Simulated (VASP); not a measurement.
# MgAuC4N4 (P-43m) in VASP: further runs, part 2 of 2

VASP 6.6.1. Earlier steps stand in the parts before.

## (3) Single point, PBE, collinear spin

INCAR reads:

```
  ALGO = Normal
  EDIFF = 1E-6
  ENCUT = 520
  GGA = PE
  ISIF = 2
  ISMEAR = 0
  ISPIN = 2
  LASPH = True
  LCHARG = False
  LMAXMIX = 4
  LORBIT = 11
  LREAL = False
  LWAVE = False
  MAGMOM = 0 0 0 0 0 1 0 0 0 0
  NBANDS = 40
  NELM = 150
  PREC = Accurate
  SIGMA = 0.1
```

KPOINTS reads:

```
k-points
0
Gamma
  4 4 4
```

POSCAR reads:

```
MgAuC4N4
1.0
    5.9553680300      0.0000000000      0.0000000000
    0.0000000000      5.9553680300      0.0000000000
    0.0000000000      0.0000000000      5.9553680300
Mg C Au N
1 4 1 4
Direct
    0.0000000000      0.0000000000      0.0000000000
    0.1919534700      0.1919534700      0.1919534700
    0.1919534700      0.8080465300      0.8080465300
    0.8080465300      0.1919534700      0.8080465300
    0.8080465300      0.8080465300      0.1919534700
    0.5000000000      0.5000000000      0.5000000000
    0.3053805100      0.3053805100      0.3053805100
    0.3053805100      0.6946194900      0.6946194900
    0.6946194900      0.3053805100      0.6946194900
    0.6946194900      0.6946194900      0.3053805100
```

Potentials or basis: VASP PAW PBE potentials, release 64 (Mg, C, Au, N).

Started as:

```sh
$ cat potpaw_PBE.64/Mg/POTCAR potpaw_PBE.64/C/POTCAR potpaw_PBE.64/Au/POTCAR potpaw_PBE.64/N/POTCAR > POTCAR
$ mpirun -np 1 vasp_std > vasp.out
```

OUTCAR:

```text
EDIFF = 1E-6
   ENCUT = 520
   GGA = PE
   ISIF = 2
   ISMEAR = 0
   ISPIN = 2
   LASPH = True
   LORBIT = 11
   LREAL = False
   NELM = 150
   PREC = Accurate

 ion  position               nearest neighbor table
   1  0.000  0.000  0.000-   2 1.98   3 1.98   4 1.98   5 1.98
   2  0.192  0.192  0.192-   7 1.17   1 1.98
   3  0.192  0.808  0.808-   8 1.17   1 1.98
   4  0.808  0.192  0.808-   9 1.17   1 1.98
   5  0.808  0.808  0.192-  10 1.17   1 1.98
   6  0.500  0.500  0.500-   7 2.01   8 2.01   9 2.01  10 2.01
   7  0.305  0.305  0.305-   2 1.17   6 2.01
   8  0.305  0.695  0.695-   3 1.17   6 2.01
   9  0.695  0.305  0.695-   4 1.17   6 2.01
  10  0.695  0.695  0.305-   5 1.17   6 2.01

  LATTYP: Found a simple cubic cell.
 ALAT       =     5.9553680300

  Lattice vectors:

 A1 = (   5.9553680300,   0.0000000000,   0.0000000000)
 A2 = (   0.0000000000,   5.9553680300,   0.0000000000)
 A3 = (   0.0000000000,   0.0000000000,   5.9553680300)

Analysis of symmetry for initial positions (statically):
=====================================================================
 Subroutine PRICEL returns:
 Original cell was already a primitive cell.

 Routine SETGRP: Setting up the symmetry group for a
 simple cubic supercell.

 Subroutine GETGRP returns: Found 24 space group operations
 (whereof 24 operations were pure point group operations)
 out of a pool of 48 trial point group operations.

The static configuration has the point symmetry T_d .

Analysis of symmetry for dynamics (positions and initial velocities):
=====================================================================
 Subroutine PRICEL returns:
 Original cell was already a primitive cell.

 Routine SETGRP: Setting up the symmetry group for a
 simple cubic supercell.

 Subroutine GETGRP returns: Found 24 space group operations
 (whereof 24 operations were pure point group operations)
 out of a pool of 48 trial point group operations.

The dynamic configuration has the point symmetry T_d .

Analysis of structural, dynamic, and magnetic symmetry:
=====================================================================
 Subroutine PRICEL returns:
 Original cell was already a primitive cell.

 Routine SETGRP: Setting up the symmetry group for a
 simple cubic supercell.

 Subroutine GETGRP returns: Found 24 space group operations
 (whereof 24 operations were pure point group operations)
 out of a pool of 48 trial point group operations.

The overall configuration has the point symmetry T_d .

 Subroutine INISYM returns: Found 24 space group operations
 (whereof 24 operations are pure point group operations),
 and found     1 'primitive' translations

----------------------------------------------------------------------------------------

                                     Primitive cell

  volume of cell :     211.2155

  direct lattice vectors                    reciprocal lattice vectors
     5.955368030  0.000000000  0.000000000     0.167915735  0.000000000  0.000000000
     0.000000000  5.955368030  0.000000000     0.000000000  0.167915735  0.000000000
[... 102 lines left out ...]
   EFERMI_NEDOS =   21; number of points for ismear=-14 and -15
   IALGO  =     38    algorithm
   IMIX   =      4    mixing-type and parameters
     AMIX     =   0.40;   BMIX     =  1.00
     AMIX_MAG =   1.60;   BMIX_MAG =  1.00
  volume/ion in A,a.u.               =      21.12       142.54
  Fermi-wavevector in a.u.,A,eV,Ry     =   1.005923  1.900920 13.767489  1.011882
  Thomas-Fermi vector in A             =   2.138633
   LORBIT       =     11    0 simple, 1 ext, 2 COOP (PROOUT), +10 PAW based schemes
   GGA     = PE    functional components
   LHFCALC =     F    Hartree Fock is set to
   AEXX    =    0.0000 exact exchange contribution
   IVDW    =     0    specifies the selected vdW correction
   LEPSILON=     F    determine dielectric tensor
   LRPA    =     F    only Hartree local field effects (RPA)
 spin polarized calculation
 Gauss-broadening in eV      SIGMA  =   0.10
  energy-cutoff  :      520.00
  volume of cell :      211.22
 maximum number of plane-waves:      5716
 NGX is ok and might be reduce to    48
   NGX = 23   NGY = 23   NGZ = 23

 number of electron      48.9999993 magnetization       0.9994629

 Free energy of the ion-electron system (eV)
  ---------------------------------------------------
  ext. energy  EPLUGINS =         0.00000000
  ---------------------------------------------------
  free energy    TOTEN  =       -67.89303889 eV

  energy without entropy =      -67.83636303  energy(sigma->0) =      -67.86470096

 E-fermi :  -1.8678     XC(G=0):  -7.0412

 val. band max:       -1.8851488231   @ k =   0.2500   0.2500   0.0000
 cond. band min:      -1.8644458733   @ k =   0.5000   0.2500   0.2500
 fundamental gap:      0.0207029498
 Fermi energy:        -1.8678167606

 spin component 1

 k-point     1 :       0.0000    0.0000    0.0000
  band No.  band energies     occupation
      1     -18.7046      1.00000
      2     -18.5742      1.00000
      3     -18.5742      1.00000
      4     -18.5742      1.00000
      5      -9.8131      1.00000
      6      -9.2746      1.00000
[... 379 lines left out ...]
     35       6.4171      0.00000
     36       6.4171      0.00000
 Fermi energy:        -1.8678167606

 spin component 2

 k-point     1 :       0.0000    0.0000    0.0000
  band No.  band energies     occupation
      1     -18.6132      1.00000
      2     -18.4822      1.00000
      3     -18.4822      1.00000
      4     -18.4822      1.00000
      5      -9.6687      1.00000
      6      -9.0641      1.00000
[... 379 lines left out ...]
     35       6.4726      0.00000
     36       6.4726      0.00000
 [bands above 36 left out]

------------------------ aborting loop because EDIFF is reached ----------------------------------------

  FORCE on cell =-STRESS in cart. coord.  units (eV):
  Direction    XX          YY          ZZ          XY          YZ          ZX
  --------------------------------------------------------------------------------------
  -------------------------------------------------------------------------------------
  Total       10.8058788     10.8058788     10.8058788      0.0000000      0.0000000     -0.0000000
  in kB       81.9680985     81.9680985     81.9680985      0.0000000      0.0000000     -0.0000000
  external PRESSURE =      81.9680985 kB  Pullay stress =       0.0000000 kB

 VOLUME and BASIS-vectors are now :
 -----------------------------------------------------------------------------
  energy-cutoff  :      520.00
  volume of cell :      211.22
      direct lattice vectors                 reciprocal lattice vectors
     5.955368030  0.000000000  0.000000000     0.167915735  0.000000000  0.000000000
     0.000000000  5.955368030  0.000000000     0.000000000  0.167915735  0.000000000
     0.000000000  0.000000000  5.955368030     0.000000000  0.000000000  0.167915735

 POSITION                                       TOTAL-FORCE (eV/Angst)
 -----------------------------------------------------------------------------------
      0.00000      0.00000      0.00000        -0.000000      0.000000     -0.000000
      1.14315      1.14315      1.14315         1.127646      1.127646      1.127646
      1.14315      4.81221      4.81221         1.127646     -1.127646     -1.127646
      4.81221      1.14315      4.81221        -1.127646      1.127646     -1.127646
      4.81221      4.81221      1.14315        -1.127646     -1.127646      1.127646
      2.97768      2.97768      2.97768         0.000000     -0.000000     -0.000000
      1.81865      1.81865      1.81865        -0.818451     -0.818451     -0.818451
      1.81865      4.13671      4.13671        -0.818451      0.818451      0.818451
      4.13671      1.81865      4.13671         0.818451     -0.818451      0.818451
      4.13671      4.13671      1.81865         0.818451      0.818451     -0.818451
 -----------------------------------------------------------------------------------
    total drift:                               -0.000000     -0.000000     -0.000000

  FREE ENERGIE OF THE ION-ELECTRON SYSTEM (eV)
  ---------------------------------------------------
  free  energy   TOTEN  =       -67.8930388864 eV

  energy  without entropy=      -67.8363630304  energy(sigma->0) =      -67.86470096

 total charge

# of ion       s       p       d       tot
------------------------------------------
    1        0.210   0.262   0.076   0.549
    2        0.986   1.627   0.000   2.613
    3        0.986   1.627   0.000   2.613
    4        0.986   1.627   0.000   2.613
    5        0.986   1.627   0.000   2.613
    6        0.522   0.641   8.603   9.766
    7        1.299   2.588   0.000   3.887
    8        1.299   2.588   0.000   3.887
    9        1.299   2.588   0.000   3.887
   10        1.299   2.588   0.000   3.887
--------------------------------------------------
tot          9.873  17.764   8.679  36.315

 magnetization (x)

# of ion       s       p       d       tot
------------------------------------------
    1       -0.000   0.003   0.001   0.004
    2        0.001   0.031   0.000   0.032
    3        0.001   0.031   0.000   0.032
    4        0.001   0.031   0.000   0.032
    5        0.001   0.031   0.000   0.032
    6        0.001   0.048   0.458   0.507
    7        0.008   0.044   0.000   0.053
    8        0.008   0.044   0.000   0.053
    9        0.008   0.044   0.000   0.053
   10        0.008   0.044   0.000   0.053
--------------------------------------------------
tot          0.038   0.351   0.459   0.848
```

It took 1.8 min on 1 thread of Intel Xeon 6975P-C (Granite Rapids), shared host; peak memory 0.49 GiB.

Results:

- Free energy: -67.8930 eV
- Pressure: 8.2 GPa
- Largest force: 1.953 eV/Å
- Band gap on the k mesh: zero (filled and empty bands overlap)
- Net moment: 1.00 μB per cell
- Site moments: Mg +0.00; C +0.03; Au +0.51; N +0.05 μB
- Valence electrons inside the program's atomic spheres: Mg 0.55; C 2.61; Au 9.77; N 3.89

Forces in eV/Å, atoms in the order of the input:
```
Mg   0.000  0.000  0.000
C    1.128  1.128  1.128
C    1.128 -1.128 -1.128
C   -1.128  1.128 -1.128
C   -1.128 -1.128  1.128
Au   0.000  0.000  0.000
N   -0.818 -0.818 -0.818
N   -0.818  0.818  0.818
N    0.818 -0.818  0.818
N    0.818  0.818 -0.818
```

Caveat: the cell stands under pressure; spin-orbit coupling is left out, which moves the levels of the heavy elements; forces of over 1 eV/Å act on the atoms, so gaps and moduli don't describe the material at rest.

## (4) Single point, PBE, collinear spin

This run uses another cell than the first one, of 25.34 Å³/atom.

INCAR reads:

```
SYSTEM = MgAuC4N4
  PREC = Accurate
  ENCUT = 520
  EDIFF = 1E-6
  ISMEAR = 0
  SIGMA = 0.1
  LREAL = .FALSE.
  LASPH = .TRUE.
  NELM = 150
  ALGO = Normal
  ISIF = 2
  LWAVE = .FALSE.
  LCHARG = .FALSE.
  ISPIN = 2
  MAGMOM = 0 0 0 0 0 1 0 0 0 0
  LORBIT = 11
  LMAXMIX = 4
  GGA = PE
  NBANDS = 40
```

KPOINTS reads:

```
regular mesh
0
G
  4 4 4
  0 0 0
```

POSCAR reads:

```
MgAuC4N4
1.0
    6.3276887096      0.0000000000      0.0000000000
    0.0000000000      6.3276887096      0.0000000000
    0.0000000000      0.0000000000      6.3276887096
Mg C Au N
1 4 1 4
Direct
    0.0000000000      0.0000000000      0.0000000000
    0.1986801541      0.1986801541      0.1986801541
    0.1986801541      0.8013198459      0.8013198459
    0.8013198459      0.1986801541      0.8013198459
    0.8013198459      0.8013198459      0.1986801541
    0.5000000000      0.5000000000      0.5000000000
    0.3051406884      0.3051406884      0.3051406884
    0.3051406884      0.6948593116      0.6948593116
    0.6948593116      0.3051406884      0.6948593116
    0.6948593116      0.6948593116      0.3051406884
```

Potentials or basis: VASP PAW PBE potentials, release 64 (Mg, C, Au, N).

Started as:

```sh
$ cat potpaw_PBE.64/Mg/POTCAR potpaw_PBE.64/C/POTCAR potpaw_PBE.64/Au/POTCAR potpaw_PBE.64/N/POTCAR > POTCAR
$ mpirun -np 1 vasp_std > vasp.out
```

OUTCAR:

```text
SYSTEM = MgAuC4N4
   PREC = Accurate
   ENCUT = 520
   EDIFF = 1E-6
   ISMEAR = 0
   LREAL = .FALSE.
   LASPH = .TRUE.
   NELM = 150
   ISIF = 2
   ISPIN = 2
   LORBIT = 11
   GGA = PE

 ion  position               nearest neighbor table
   1  0.000  0.000  0.000-   2 2.18   3 2.18   4 2.18   5 2.18
   2  0.199  0.199  0.199-   7 1.17   1 2.18
   3  0.199  0.801  0.801-   8 1.17   1 2.18
   4  0.801  0.199  0.801-   9 1.17   1 2.18
   5  0.801  0.801  0.199-  10 1.17   1 2.18
   6  0.500  0.500  0.500-   7 2.14   8 2.14   9 2.14  10 2.14
   7  0.305  0.305  0.305-   2 1.17   6 2.14
   8  0.305  0.695  0.695-   3 1.17   6 2.14
   9  0.695  0.305  0.695-   4 1.17   6 2.14
  10  0.695  0.695  0.305-   5 1.17   6 2.14

  LATTYP: Found a simple cubic cell.
 ALAT       =     6.3276887096

  Lattice vectors:

 A1 = (   6.3276887096,   0.0000000000,   0.0000000000)
 A2 = (   0.0000000000,   6.3276887096,   0.0000000000)
 A3 = (   0.0000000000,   0.0000000000,   6.3276887096)

Analysis of symmetry for initial positions (statically):
=====================================================================
 Subroutine PRICEL returns:
 Original cell was already a primitive cell.

 Routine SETGRP: Setting up the symmetry group for a
[... 994 lines left out ...]
     0.000000000  0.000000000  6.327688710     0.000000000  0.000000000  0.158035587

 POSITION                                       TOTAL-FORCE (eV/Angst)
 -----------------------------------------------------------------------------------
      0.00000      0.00000      0.00000         0.000000     -0.000000      0.000000
      1.25719      1.25719      1.25719        -0.245137     -0.245137     -0.245137
      1.25719      5.07050      5.07050        -0.245137      0.245137      0.245137
      5.07050      1.25719      5.07050         0.245137     -0.245137      0.245137
      5.07050      5.07050      1.25719         0.245137      0.245137     -0.245137
      3.16384      3.16384      3.16384        -0.000000     -0.000000      0.000000
      1.93084      1.93084      1.93084         0.246148      0.246148      0.246148
      1.93084      4.39685      4.39685         0.246148     -0.246148     -0.246148
      4.39685      1.93084      4.39685        -0.246148      0.246148     -0.246148
      4.39685      4.39685      1.93084        -0.246148     -0.246148      0.246148
 -----------------------------------------------------------------------------------
    total drift:                               -0.000000     -0.000000     -0.000000

  FREE ENERGIE OF THE ION-ELECTRON SYSTEM (eV)
  ---------------------------------------------------
  free  energy   TOTEN  =       -69.0664297152 eV

  energy  without entropy=      -69.0042623087  energy(sigma->0) =      -69.03534601

 total charge

# of ion       s       p       d       tot
------------------------------------------
    1        0.159   0.162   0.041   0.362
    2        0.974   1.608   0.000   2.582
    3        0.974   1.608   0.000   2.582
    4        0.974   1.608   0.000   2.582
    5        0.974   1.608   0.000   2.582
    6        0.433   0.429   8.615   9.478
    7        1.299   2.568   0.000   3.867
    8        1.299   2.568   0.000   3.867
    9        1.299   2.568   0.000   3.867
   10        1.299   2.568   0.000   3.867
--------------------------------------------------
tot          9.683  17.294   8.656  35.633

 magnetization (x)

# of ion       s       p       d       tot
------------------------------------------
    1       -0.000   0.002   0.001   0.003
    2        0.001   0.026   0.000   0.027
    3        0.001   0.026   0.000   0.027
    4        0.001   0.026   0.000   0.027
    5        0.001   0.026   0.000   0.027
    6        0.001   0.031   0.505   0.537
    7        0.008   0.046   0.000   0.054
    8        0.008   0.046   0.000   0.054
    9        0.008   0.046   0.000   0.054
   10        0.008   0.046   0.000   0.054
--------------------------------------------------
tot          0.035   0.322   0.506   0.863
```

Wall time 1.8 min (1 thread of Intel Xeon 6975P-C (Granite Rapids), shared host); peak memory 0.5 GiB.

Results:

* Free energy: -69.0664 eV
* Pressure: 0.4 GPa
* Largest force: 0.426 eV/Å
* Band gap on the k mesh: zero (filled and empty bands overlap)
* Net moment: 1.00 μB per cell
* Site moments: Mg +0.00; C +0.03; Au +0.54; N +0.05 μB
* Valence electrons inside the program's atomic spheres: Mg 0.36; C 2.58; Au 9.48; N 3.87

Forces in eV/Å, atoms in the order of the input:
```
Mg   0.000  0.000  0.000
C   -0.245 -0.245 -0.245
C   -0.245  0.245  0.245
C    0.245 -0.245  0.245
C    0.245  0.245 -0.245
Au   0.000  0.000  0.000
N    0.246  0.246  0.246
N    0.246 -0.246 -0.246
N   -0.246  0.246 -0.246
N   -0.246 -0.246  0.246
```

Caveat: spin-orbit coupling is left out, which moves the levels of the heavy elements.

## (5) Summary

```tsv
spin	cell	gap on the mesh (eV)	pressure (GPa)	moment (μB)	largest force (eV/Å)
off	a = 5.955 Å, 10 atoms, atomic positions A	none	8.2	-	1.91
collinear	a = 5.955 Å, 10 atoms, atomic positions A	none	8.2	1.00	1.95
collinear	a = 6.328 Å, 10 atoms, atomic positions B	none	0.4	1.00	0.43
```

Alike in all rows: task single point; level PBE; potentials or basis VASP PAW PBE potentials, release 64 (Mg, C, Au, N); k mesh 4 × 4 × 4; cutoff (eV) 520; smearing gaussian 0.1 eV.

Caveats: spin-orbit coupling is left out, which moves the levels of the heavy elements; the cell stands under pressure (at least some runs); forces of over 1 eV/Å act on the atoms, so gaps and moduli don't describe the material at rest (at least some runs).

Total energies depend on the potentials used, so only differences within one code and one set of settings carry meaning.

The gap in the log of VASP goes by the Fermi energy; the results here count the filled bands.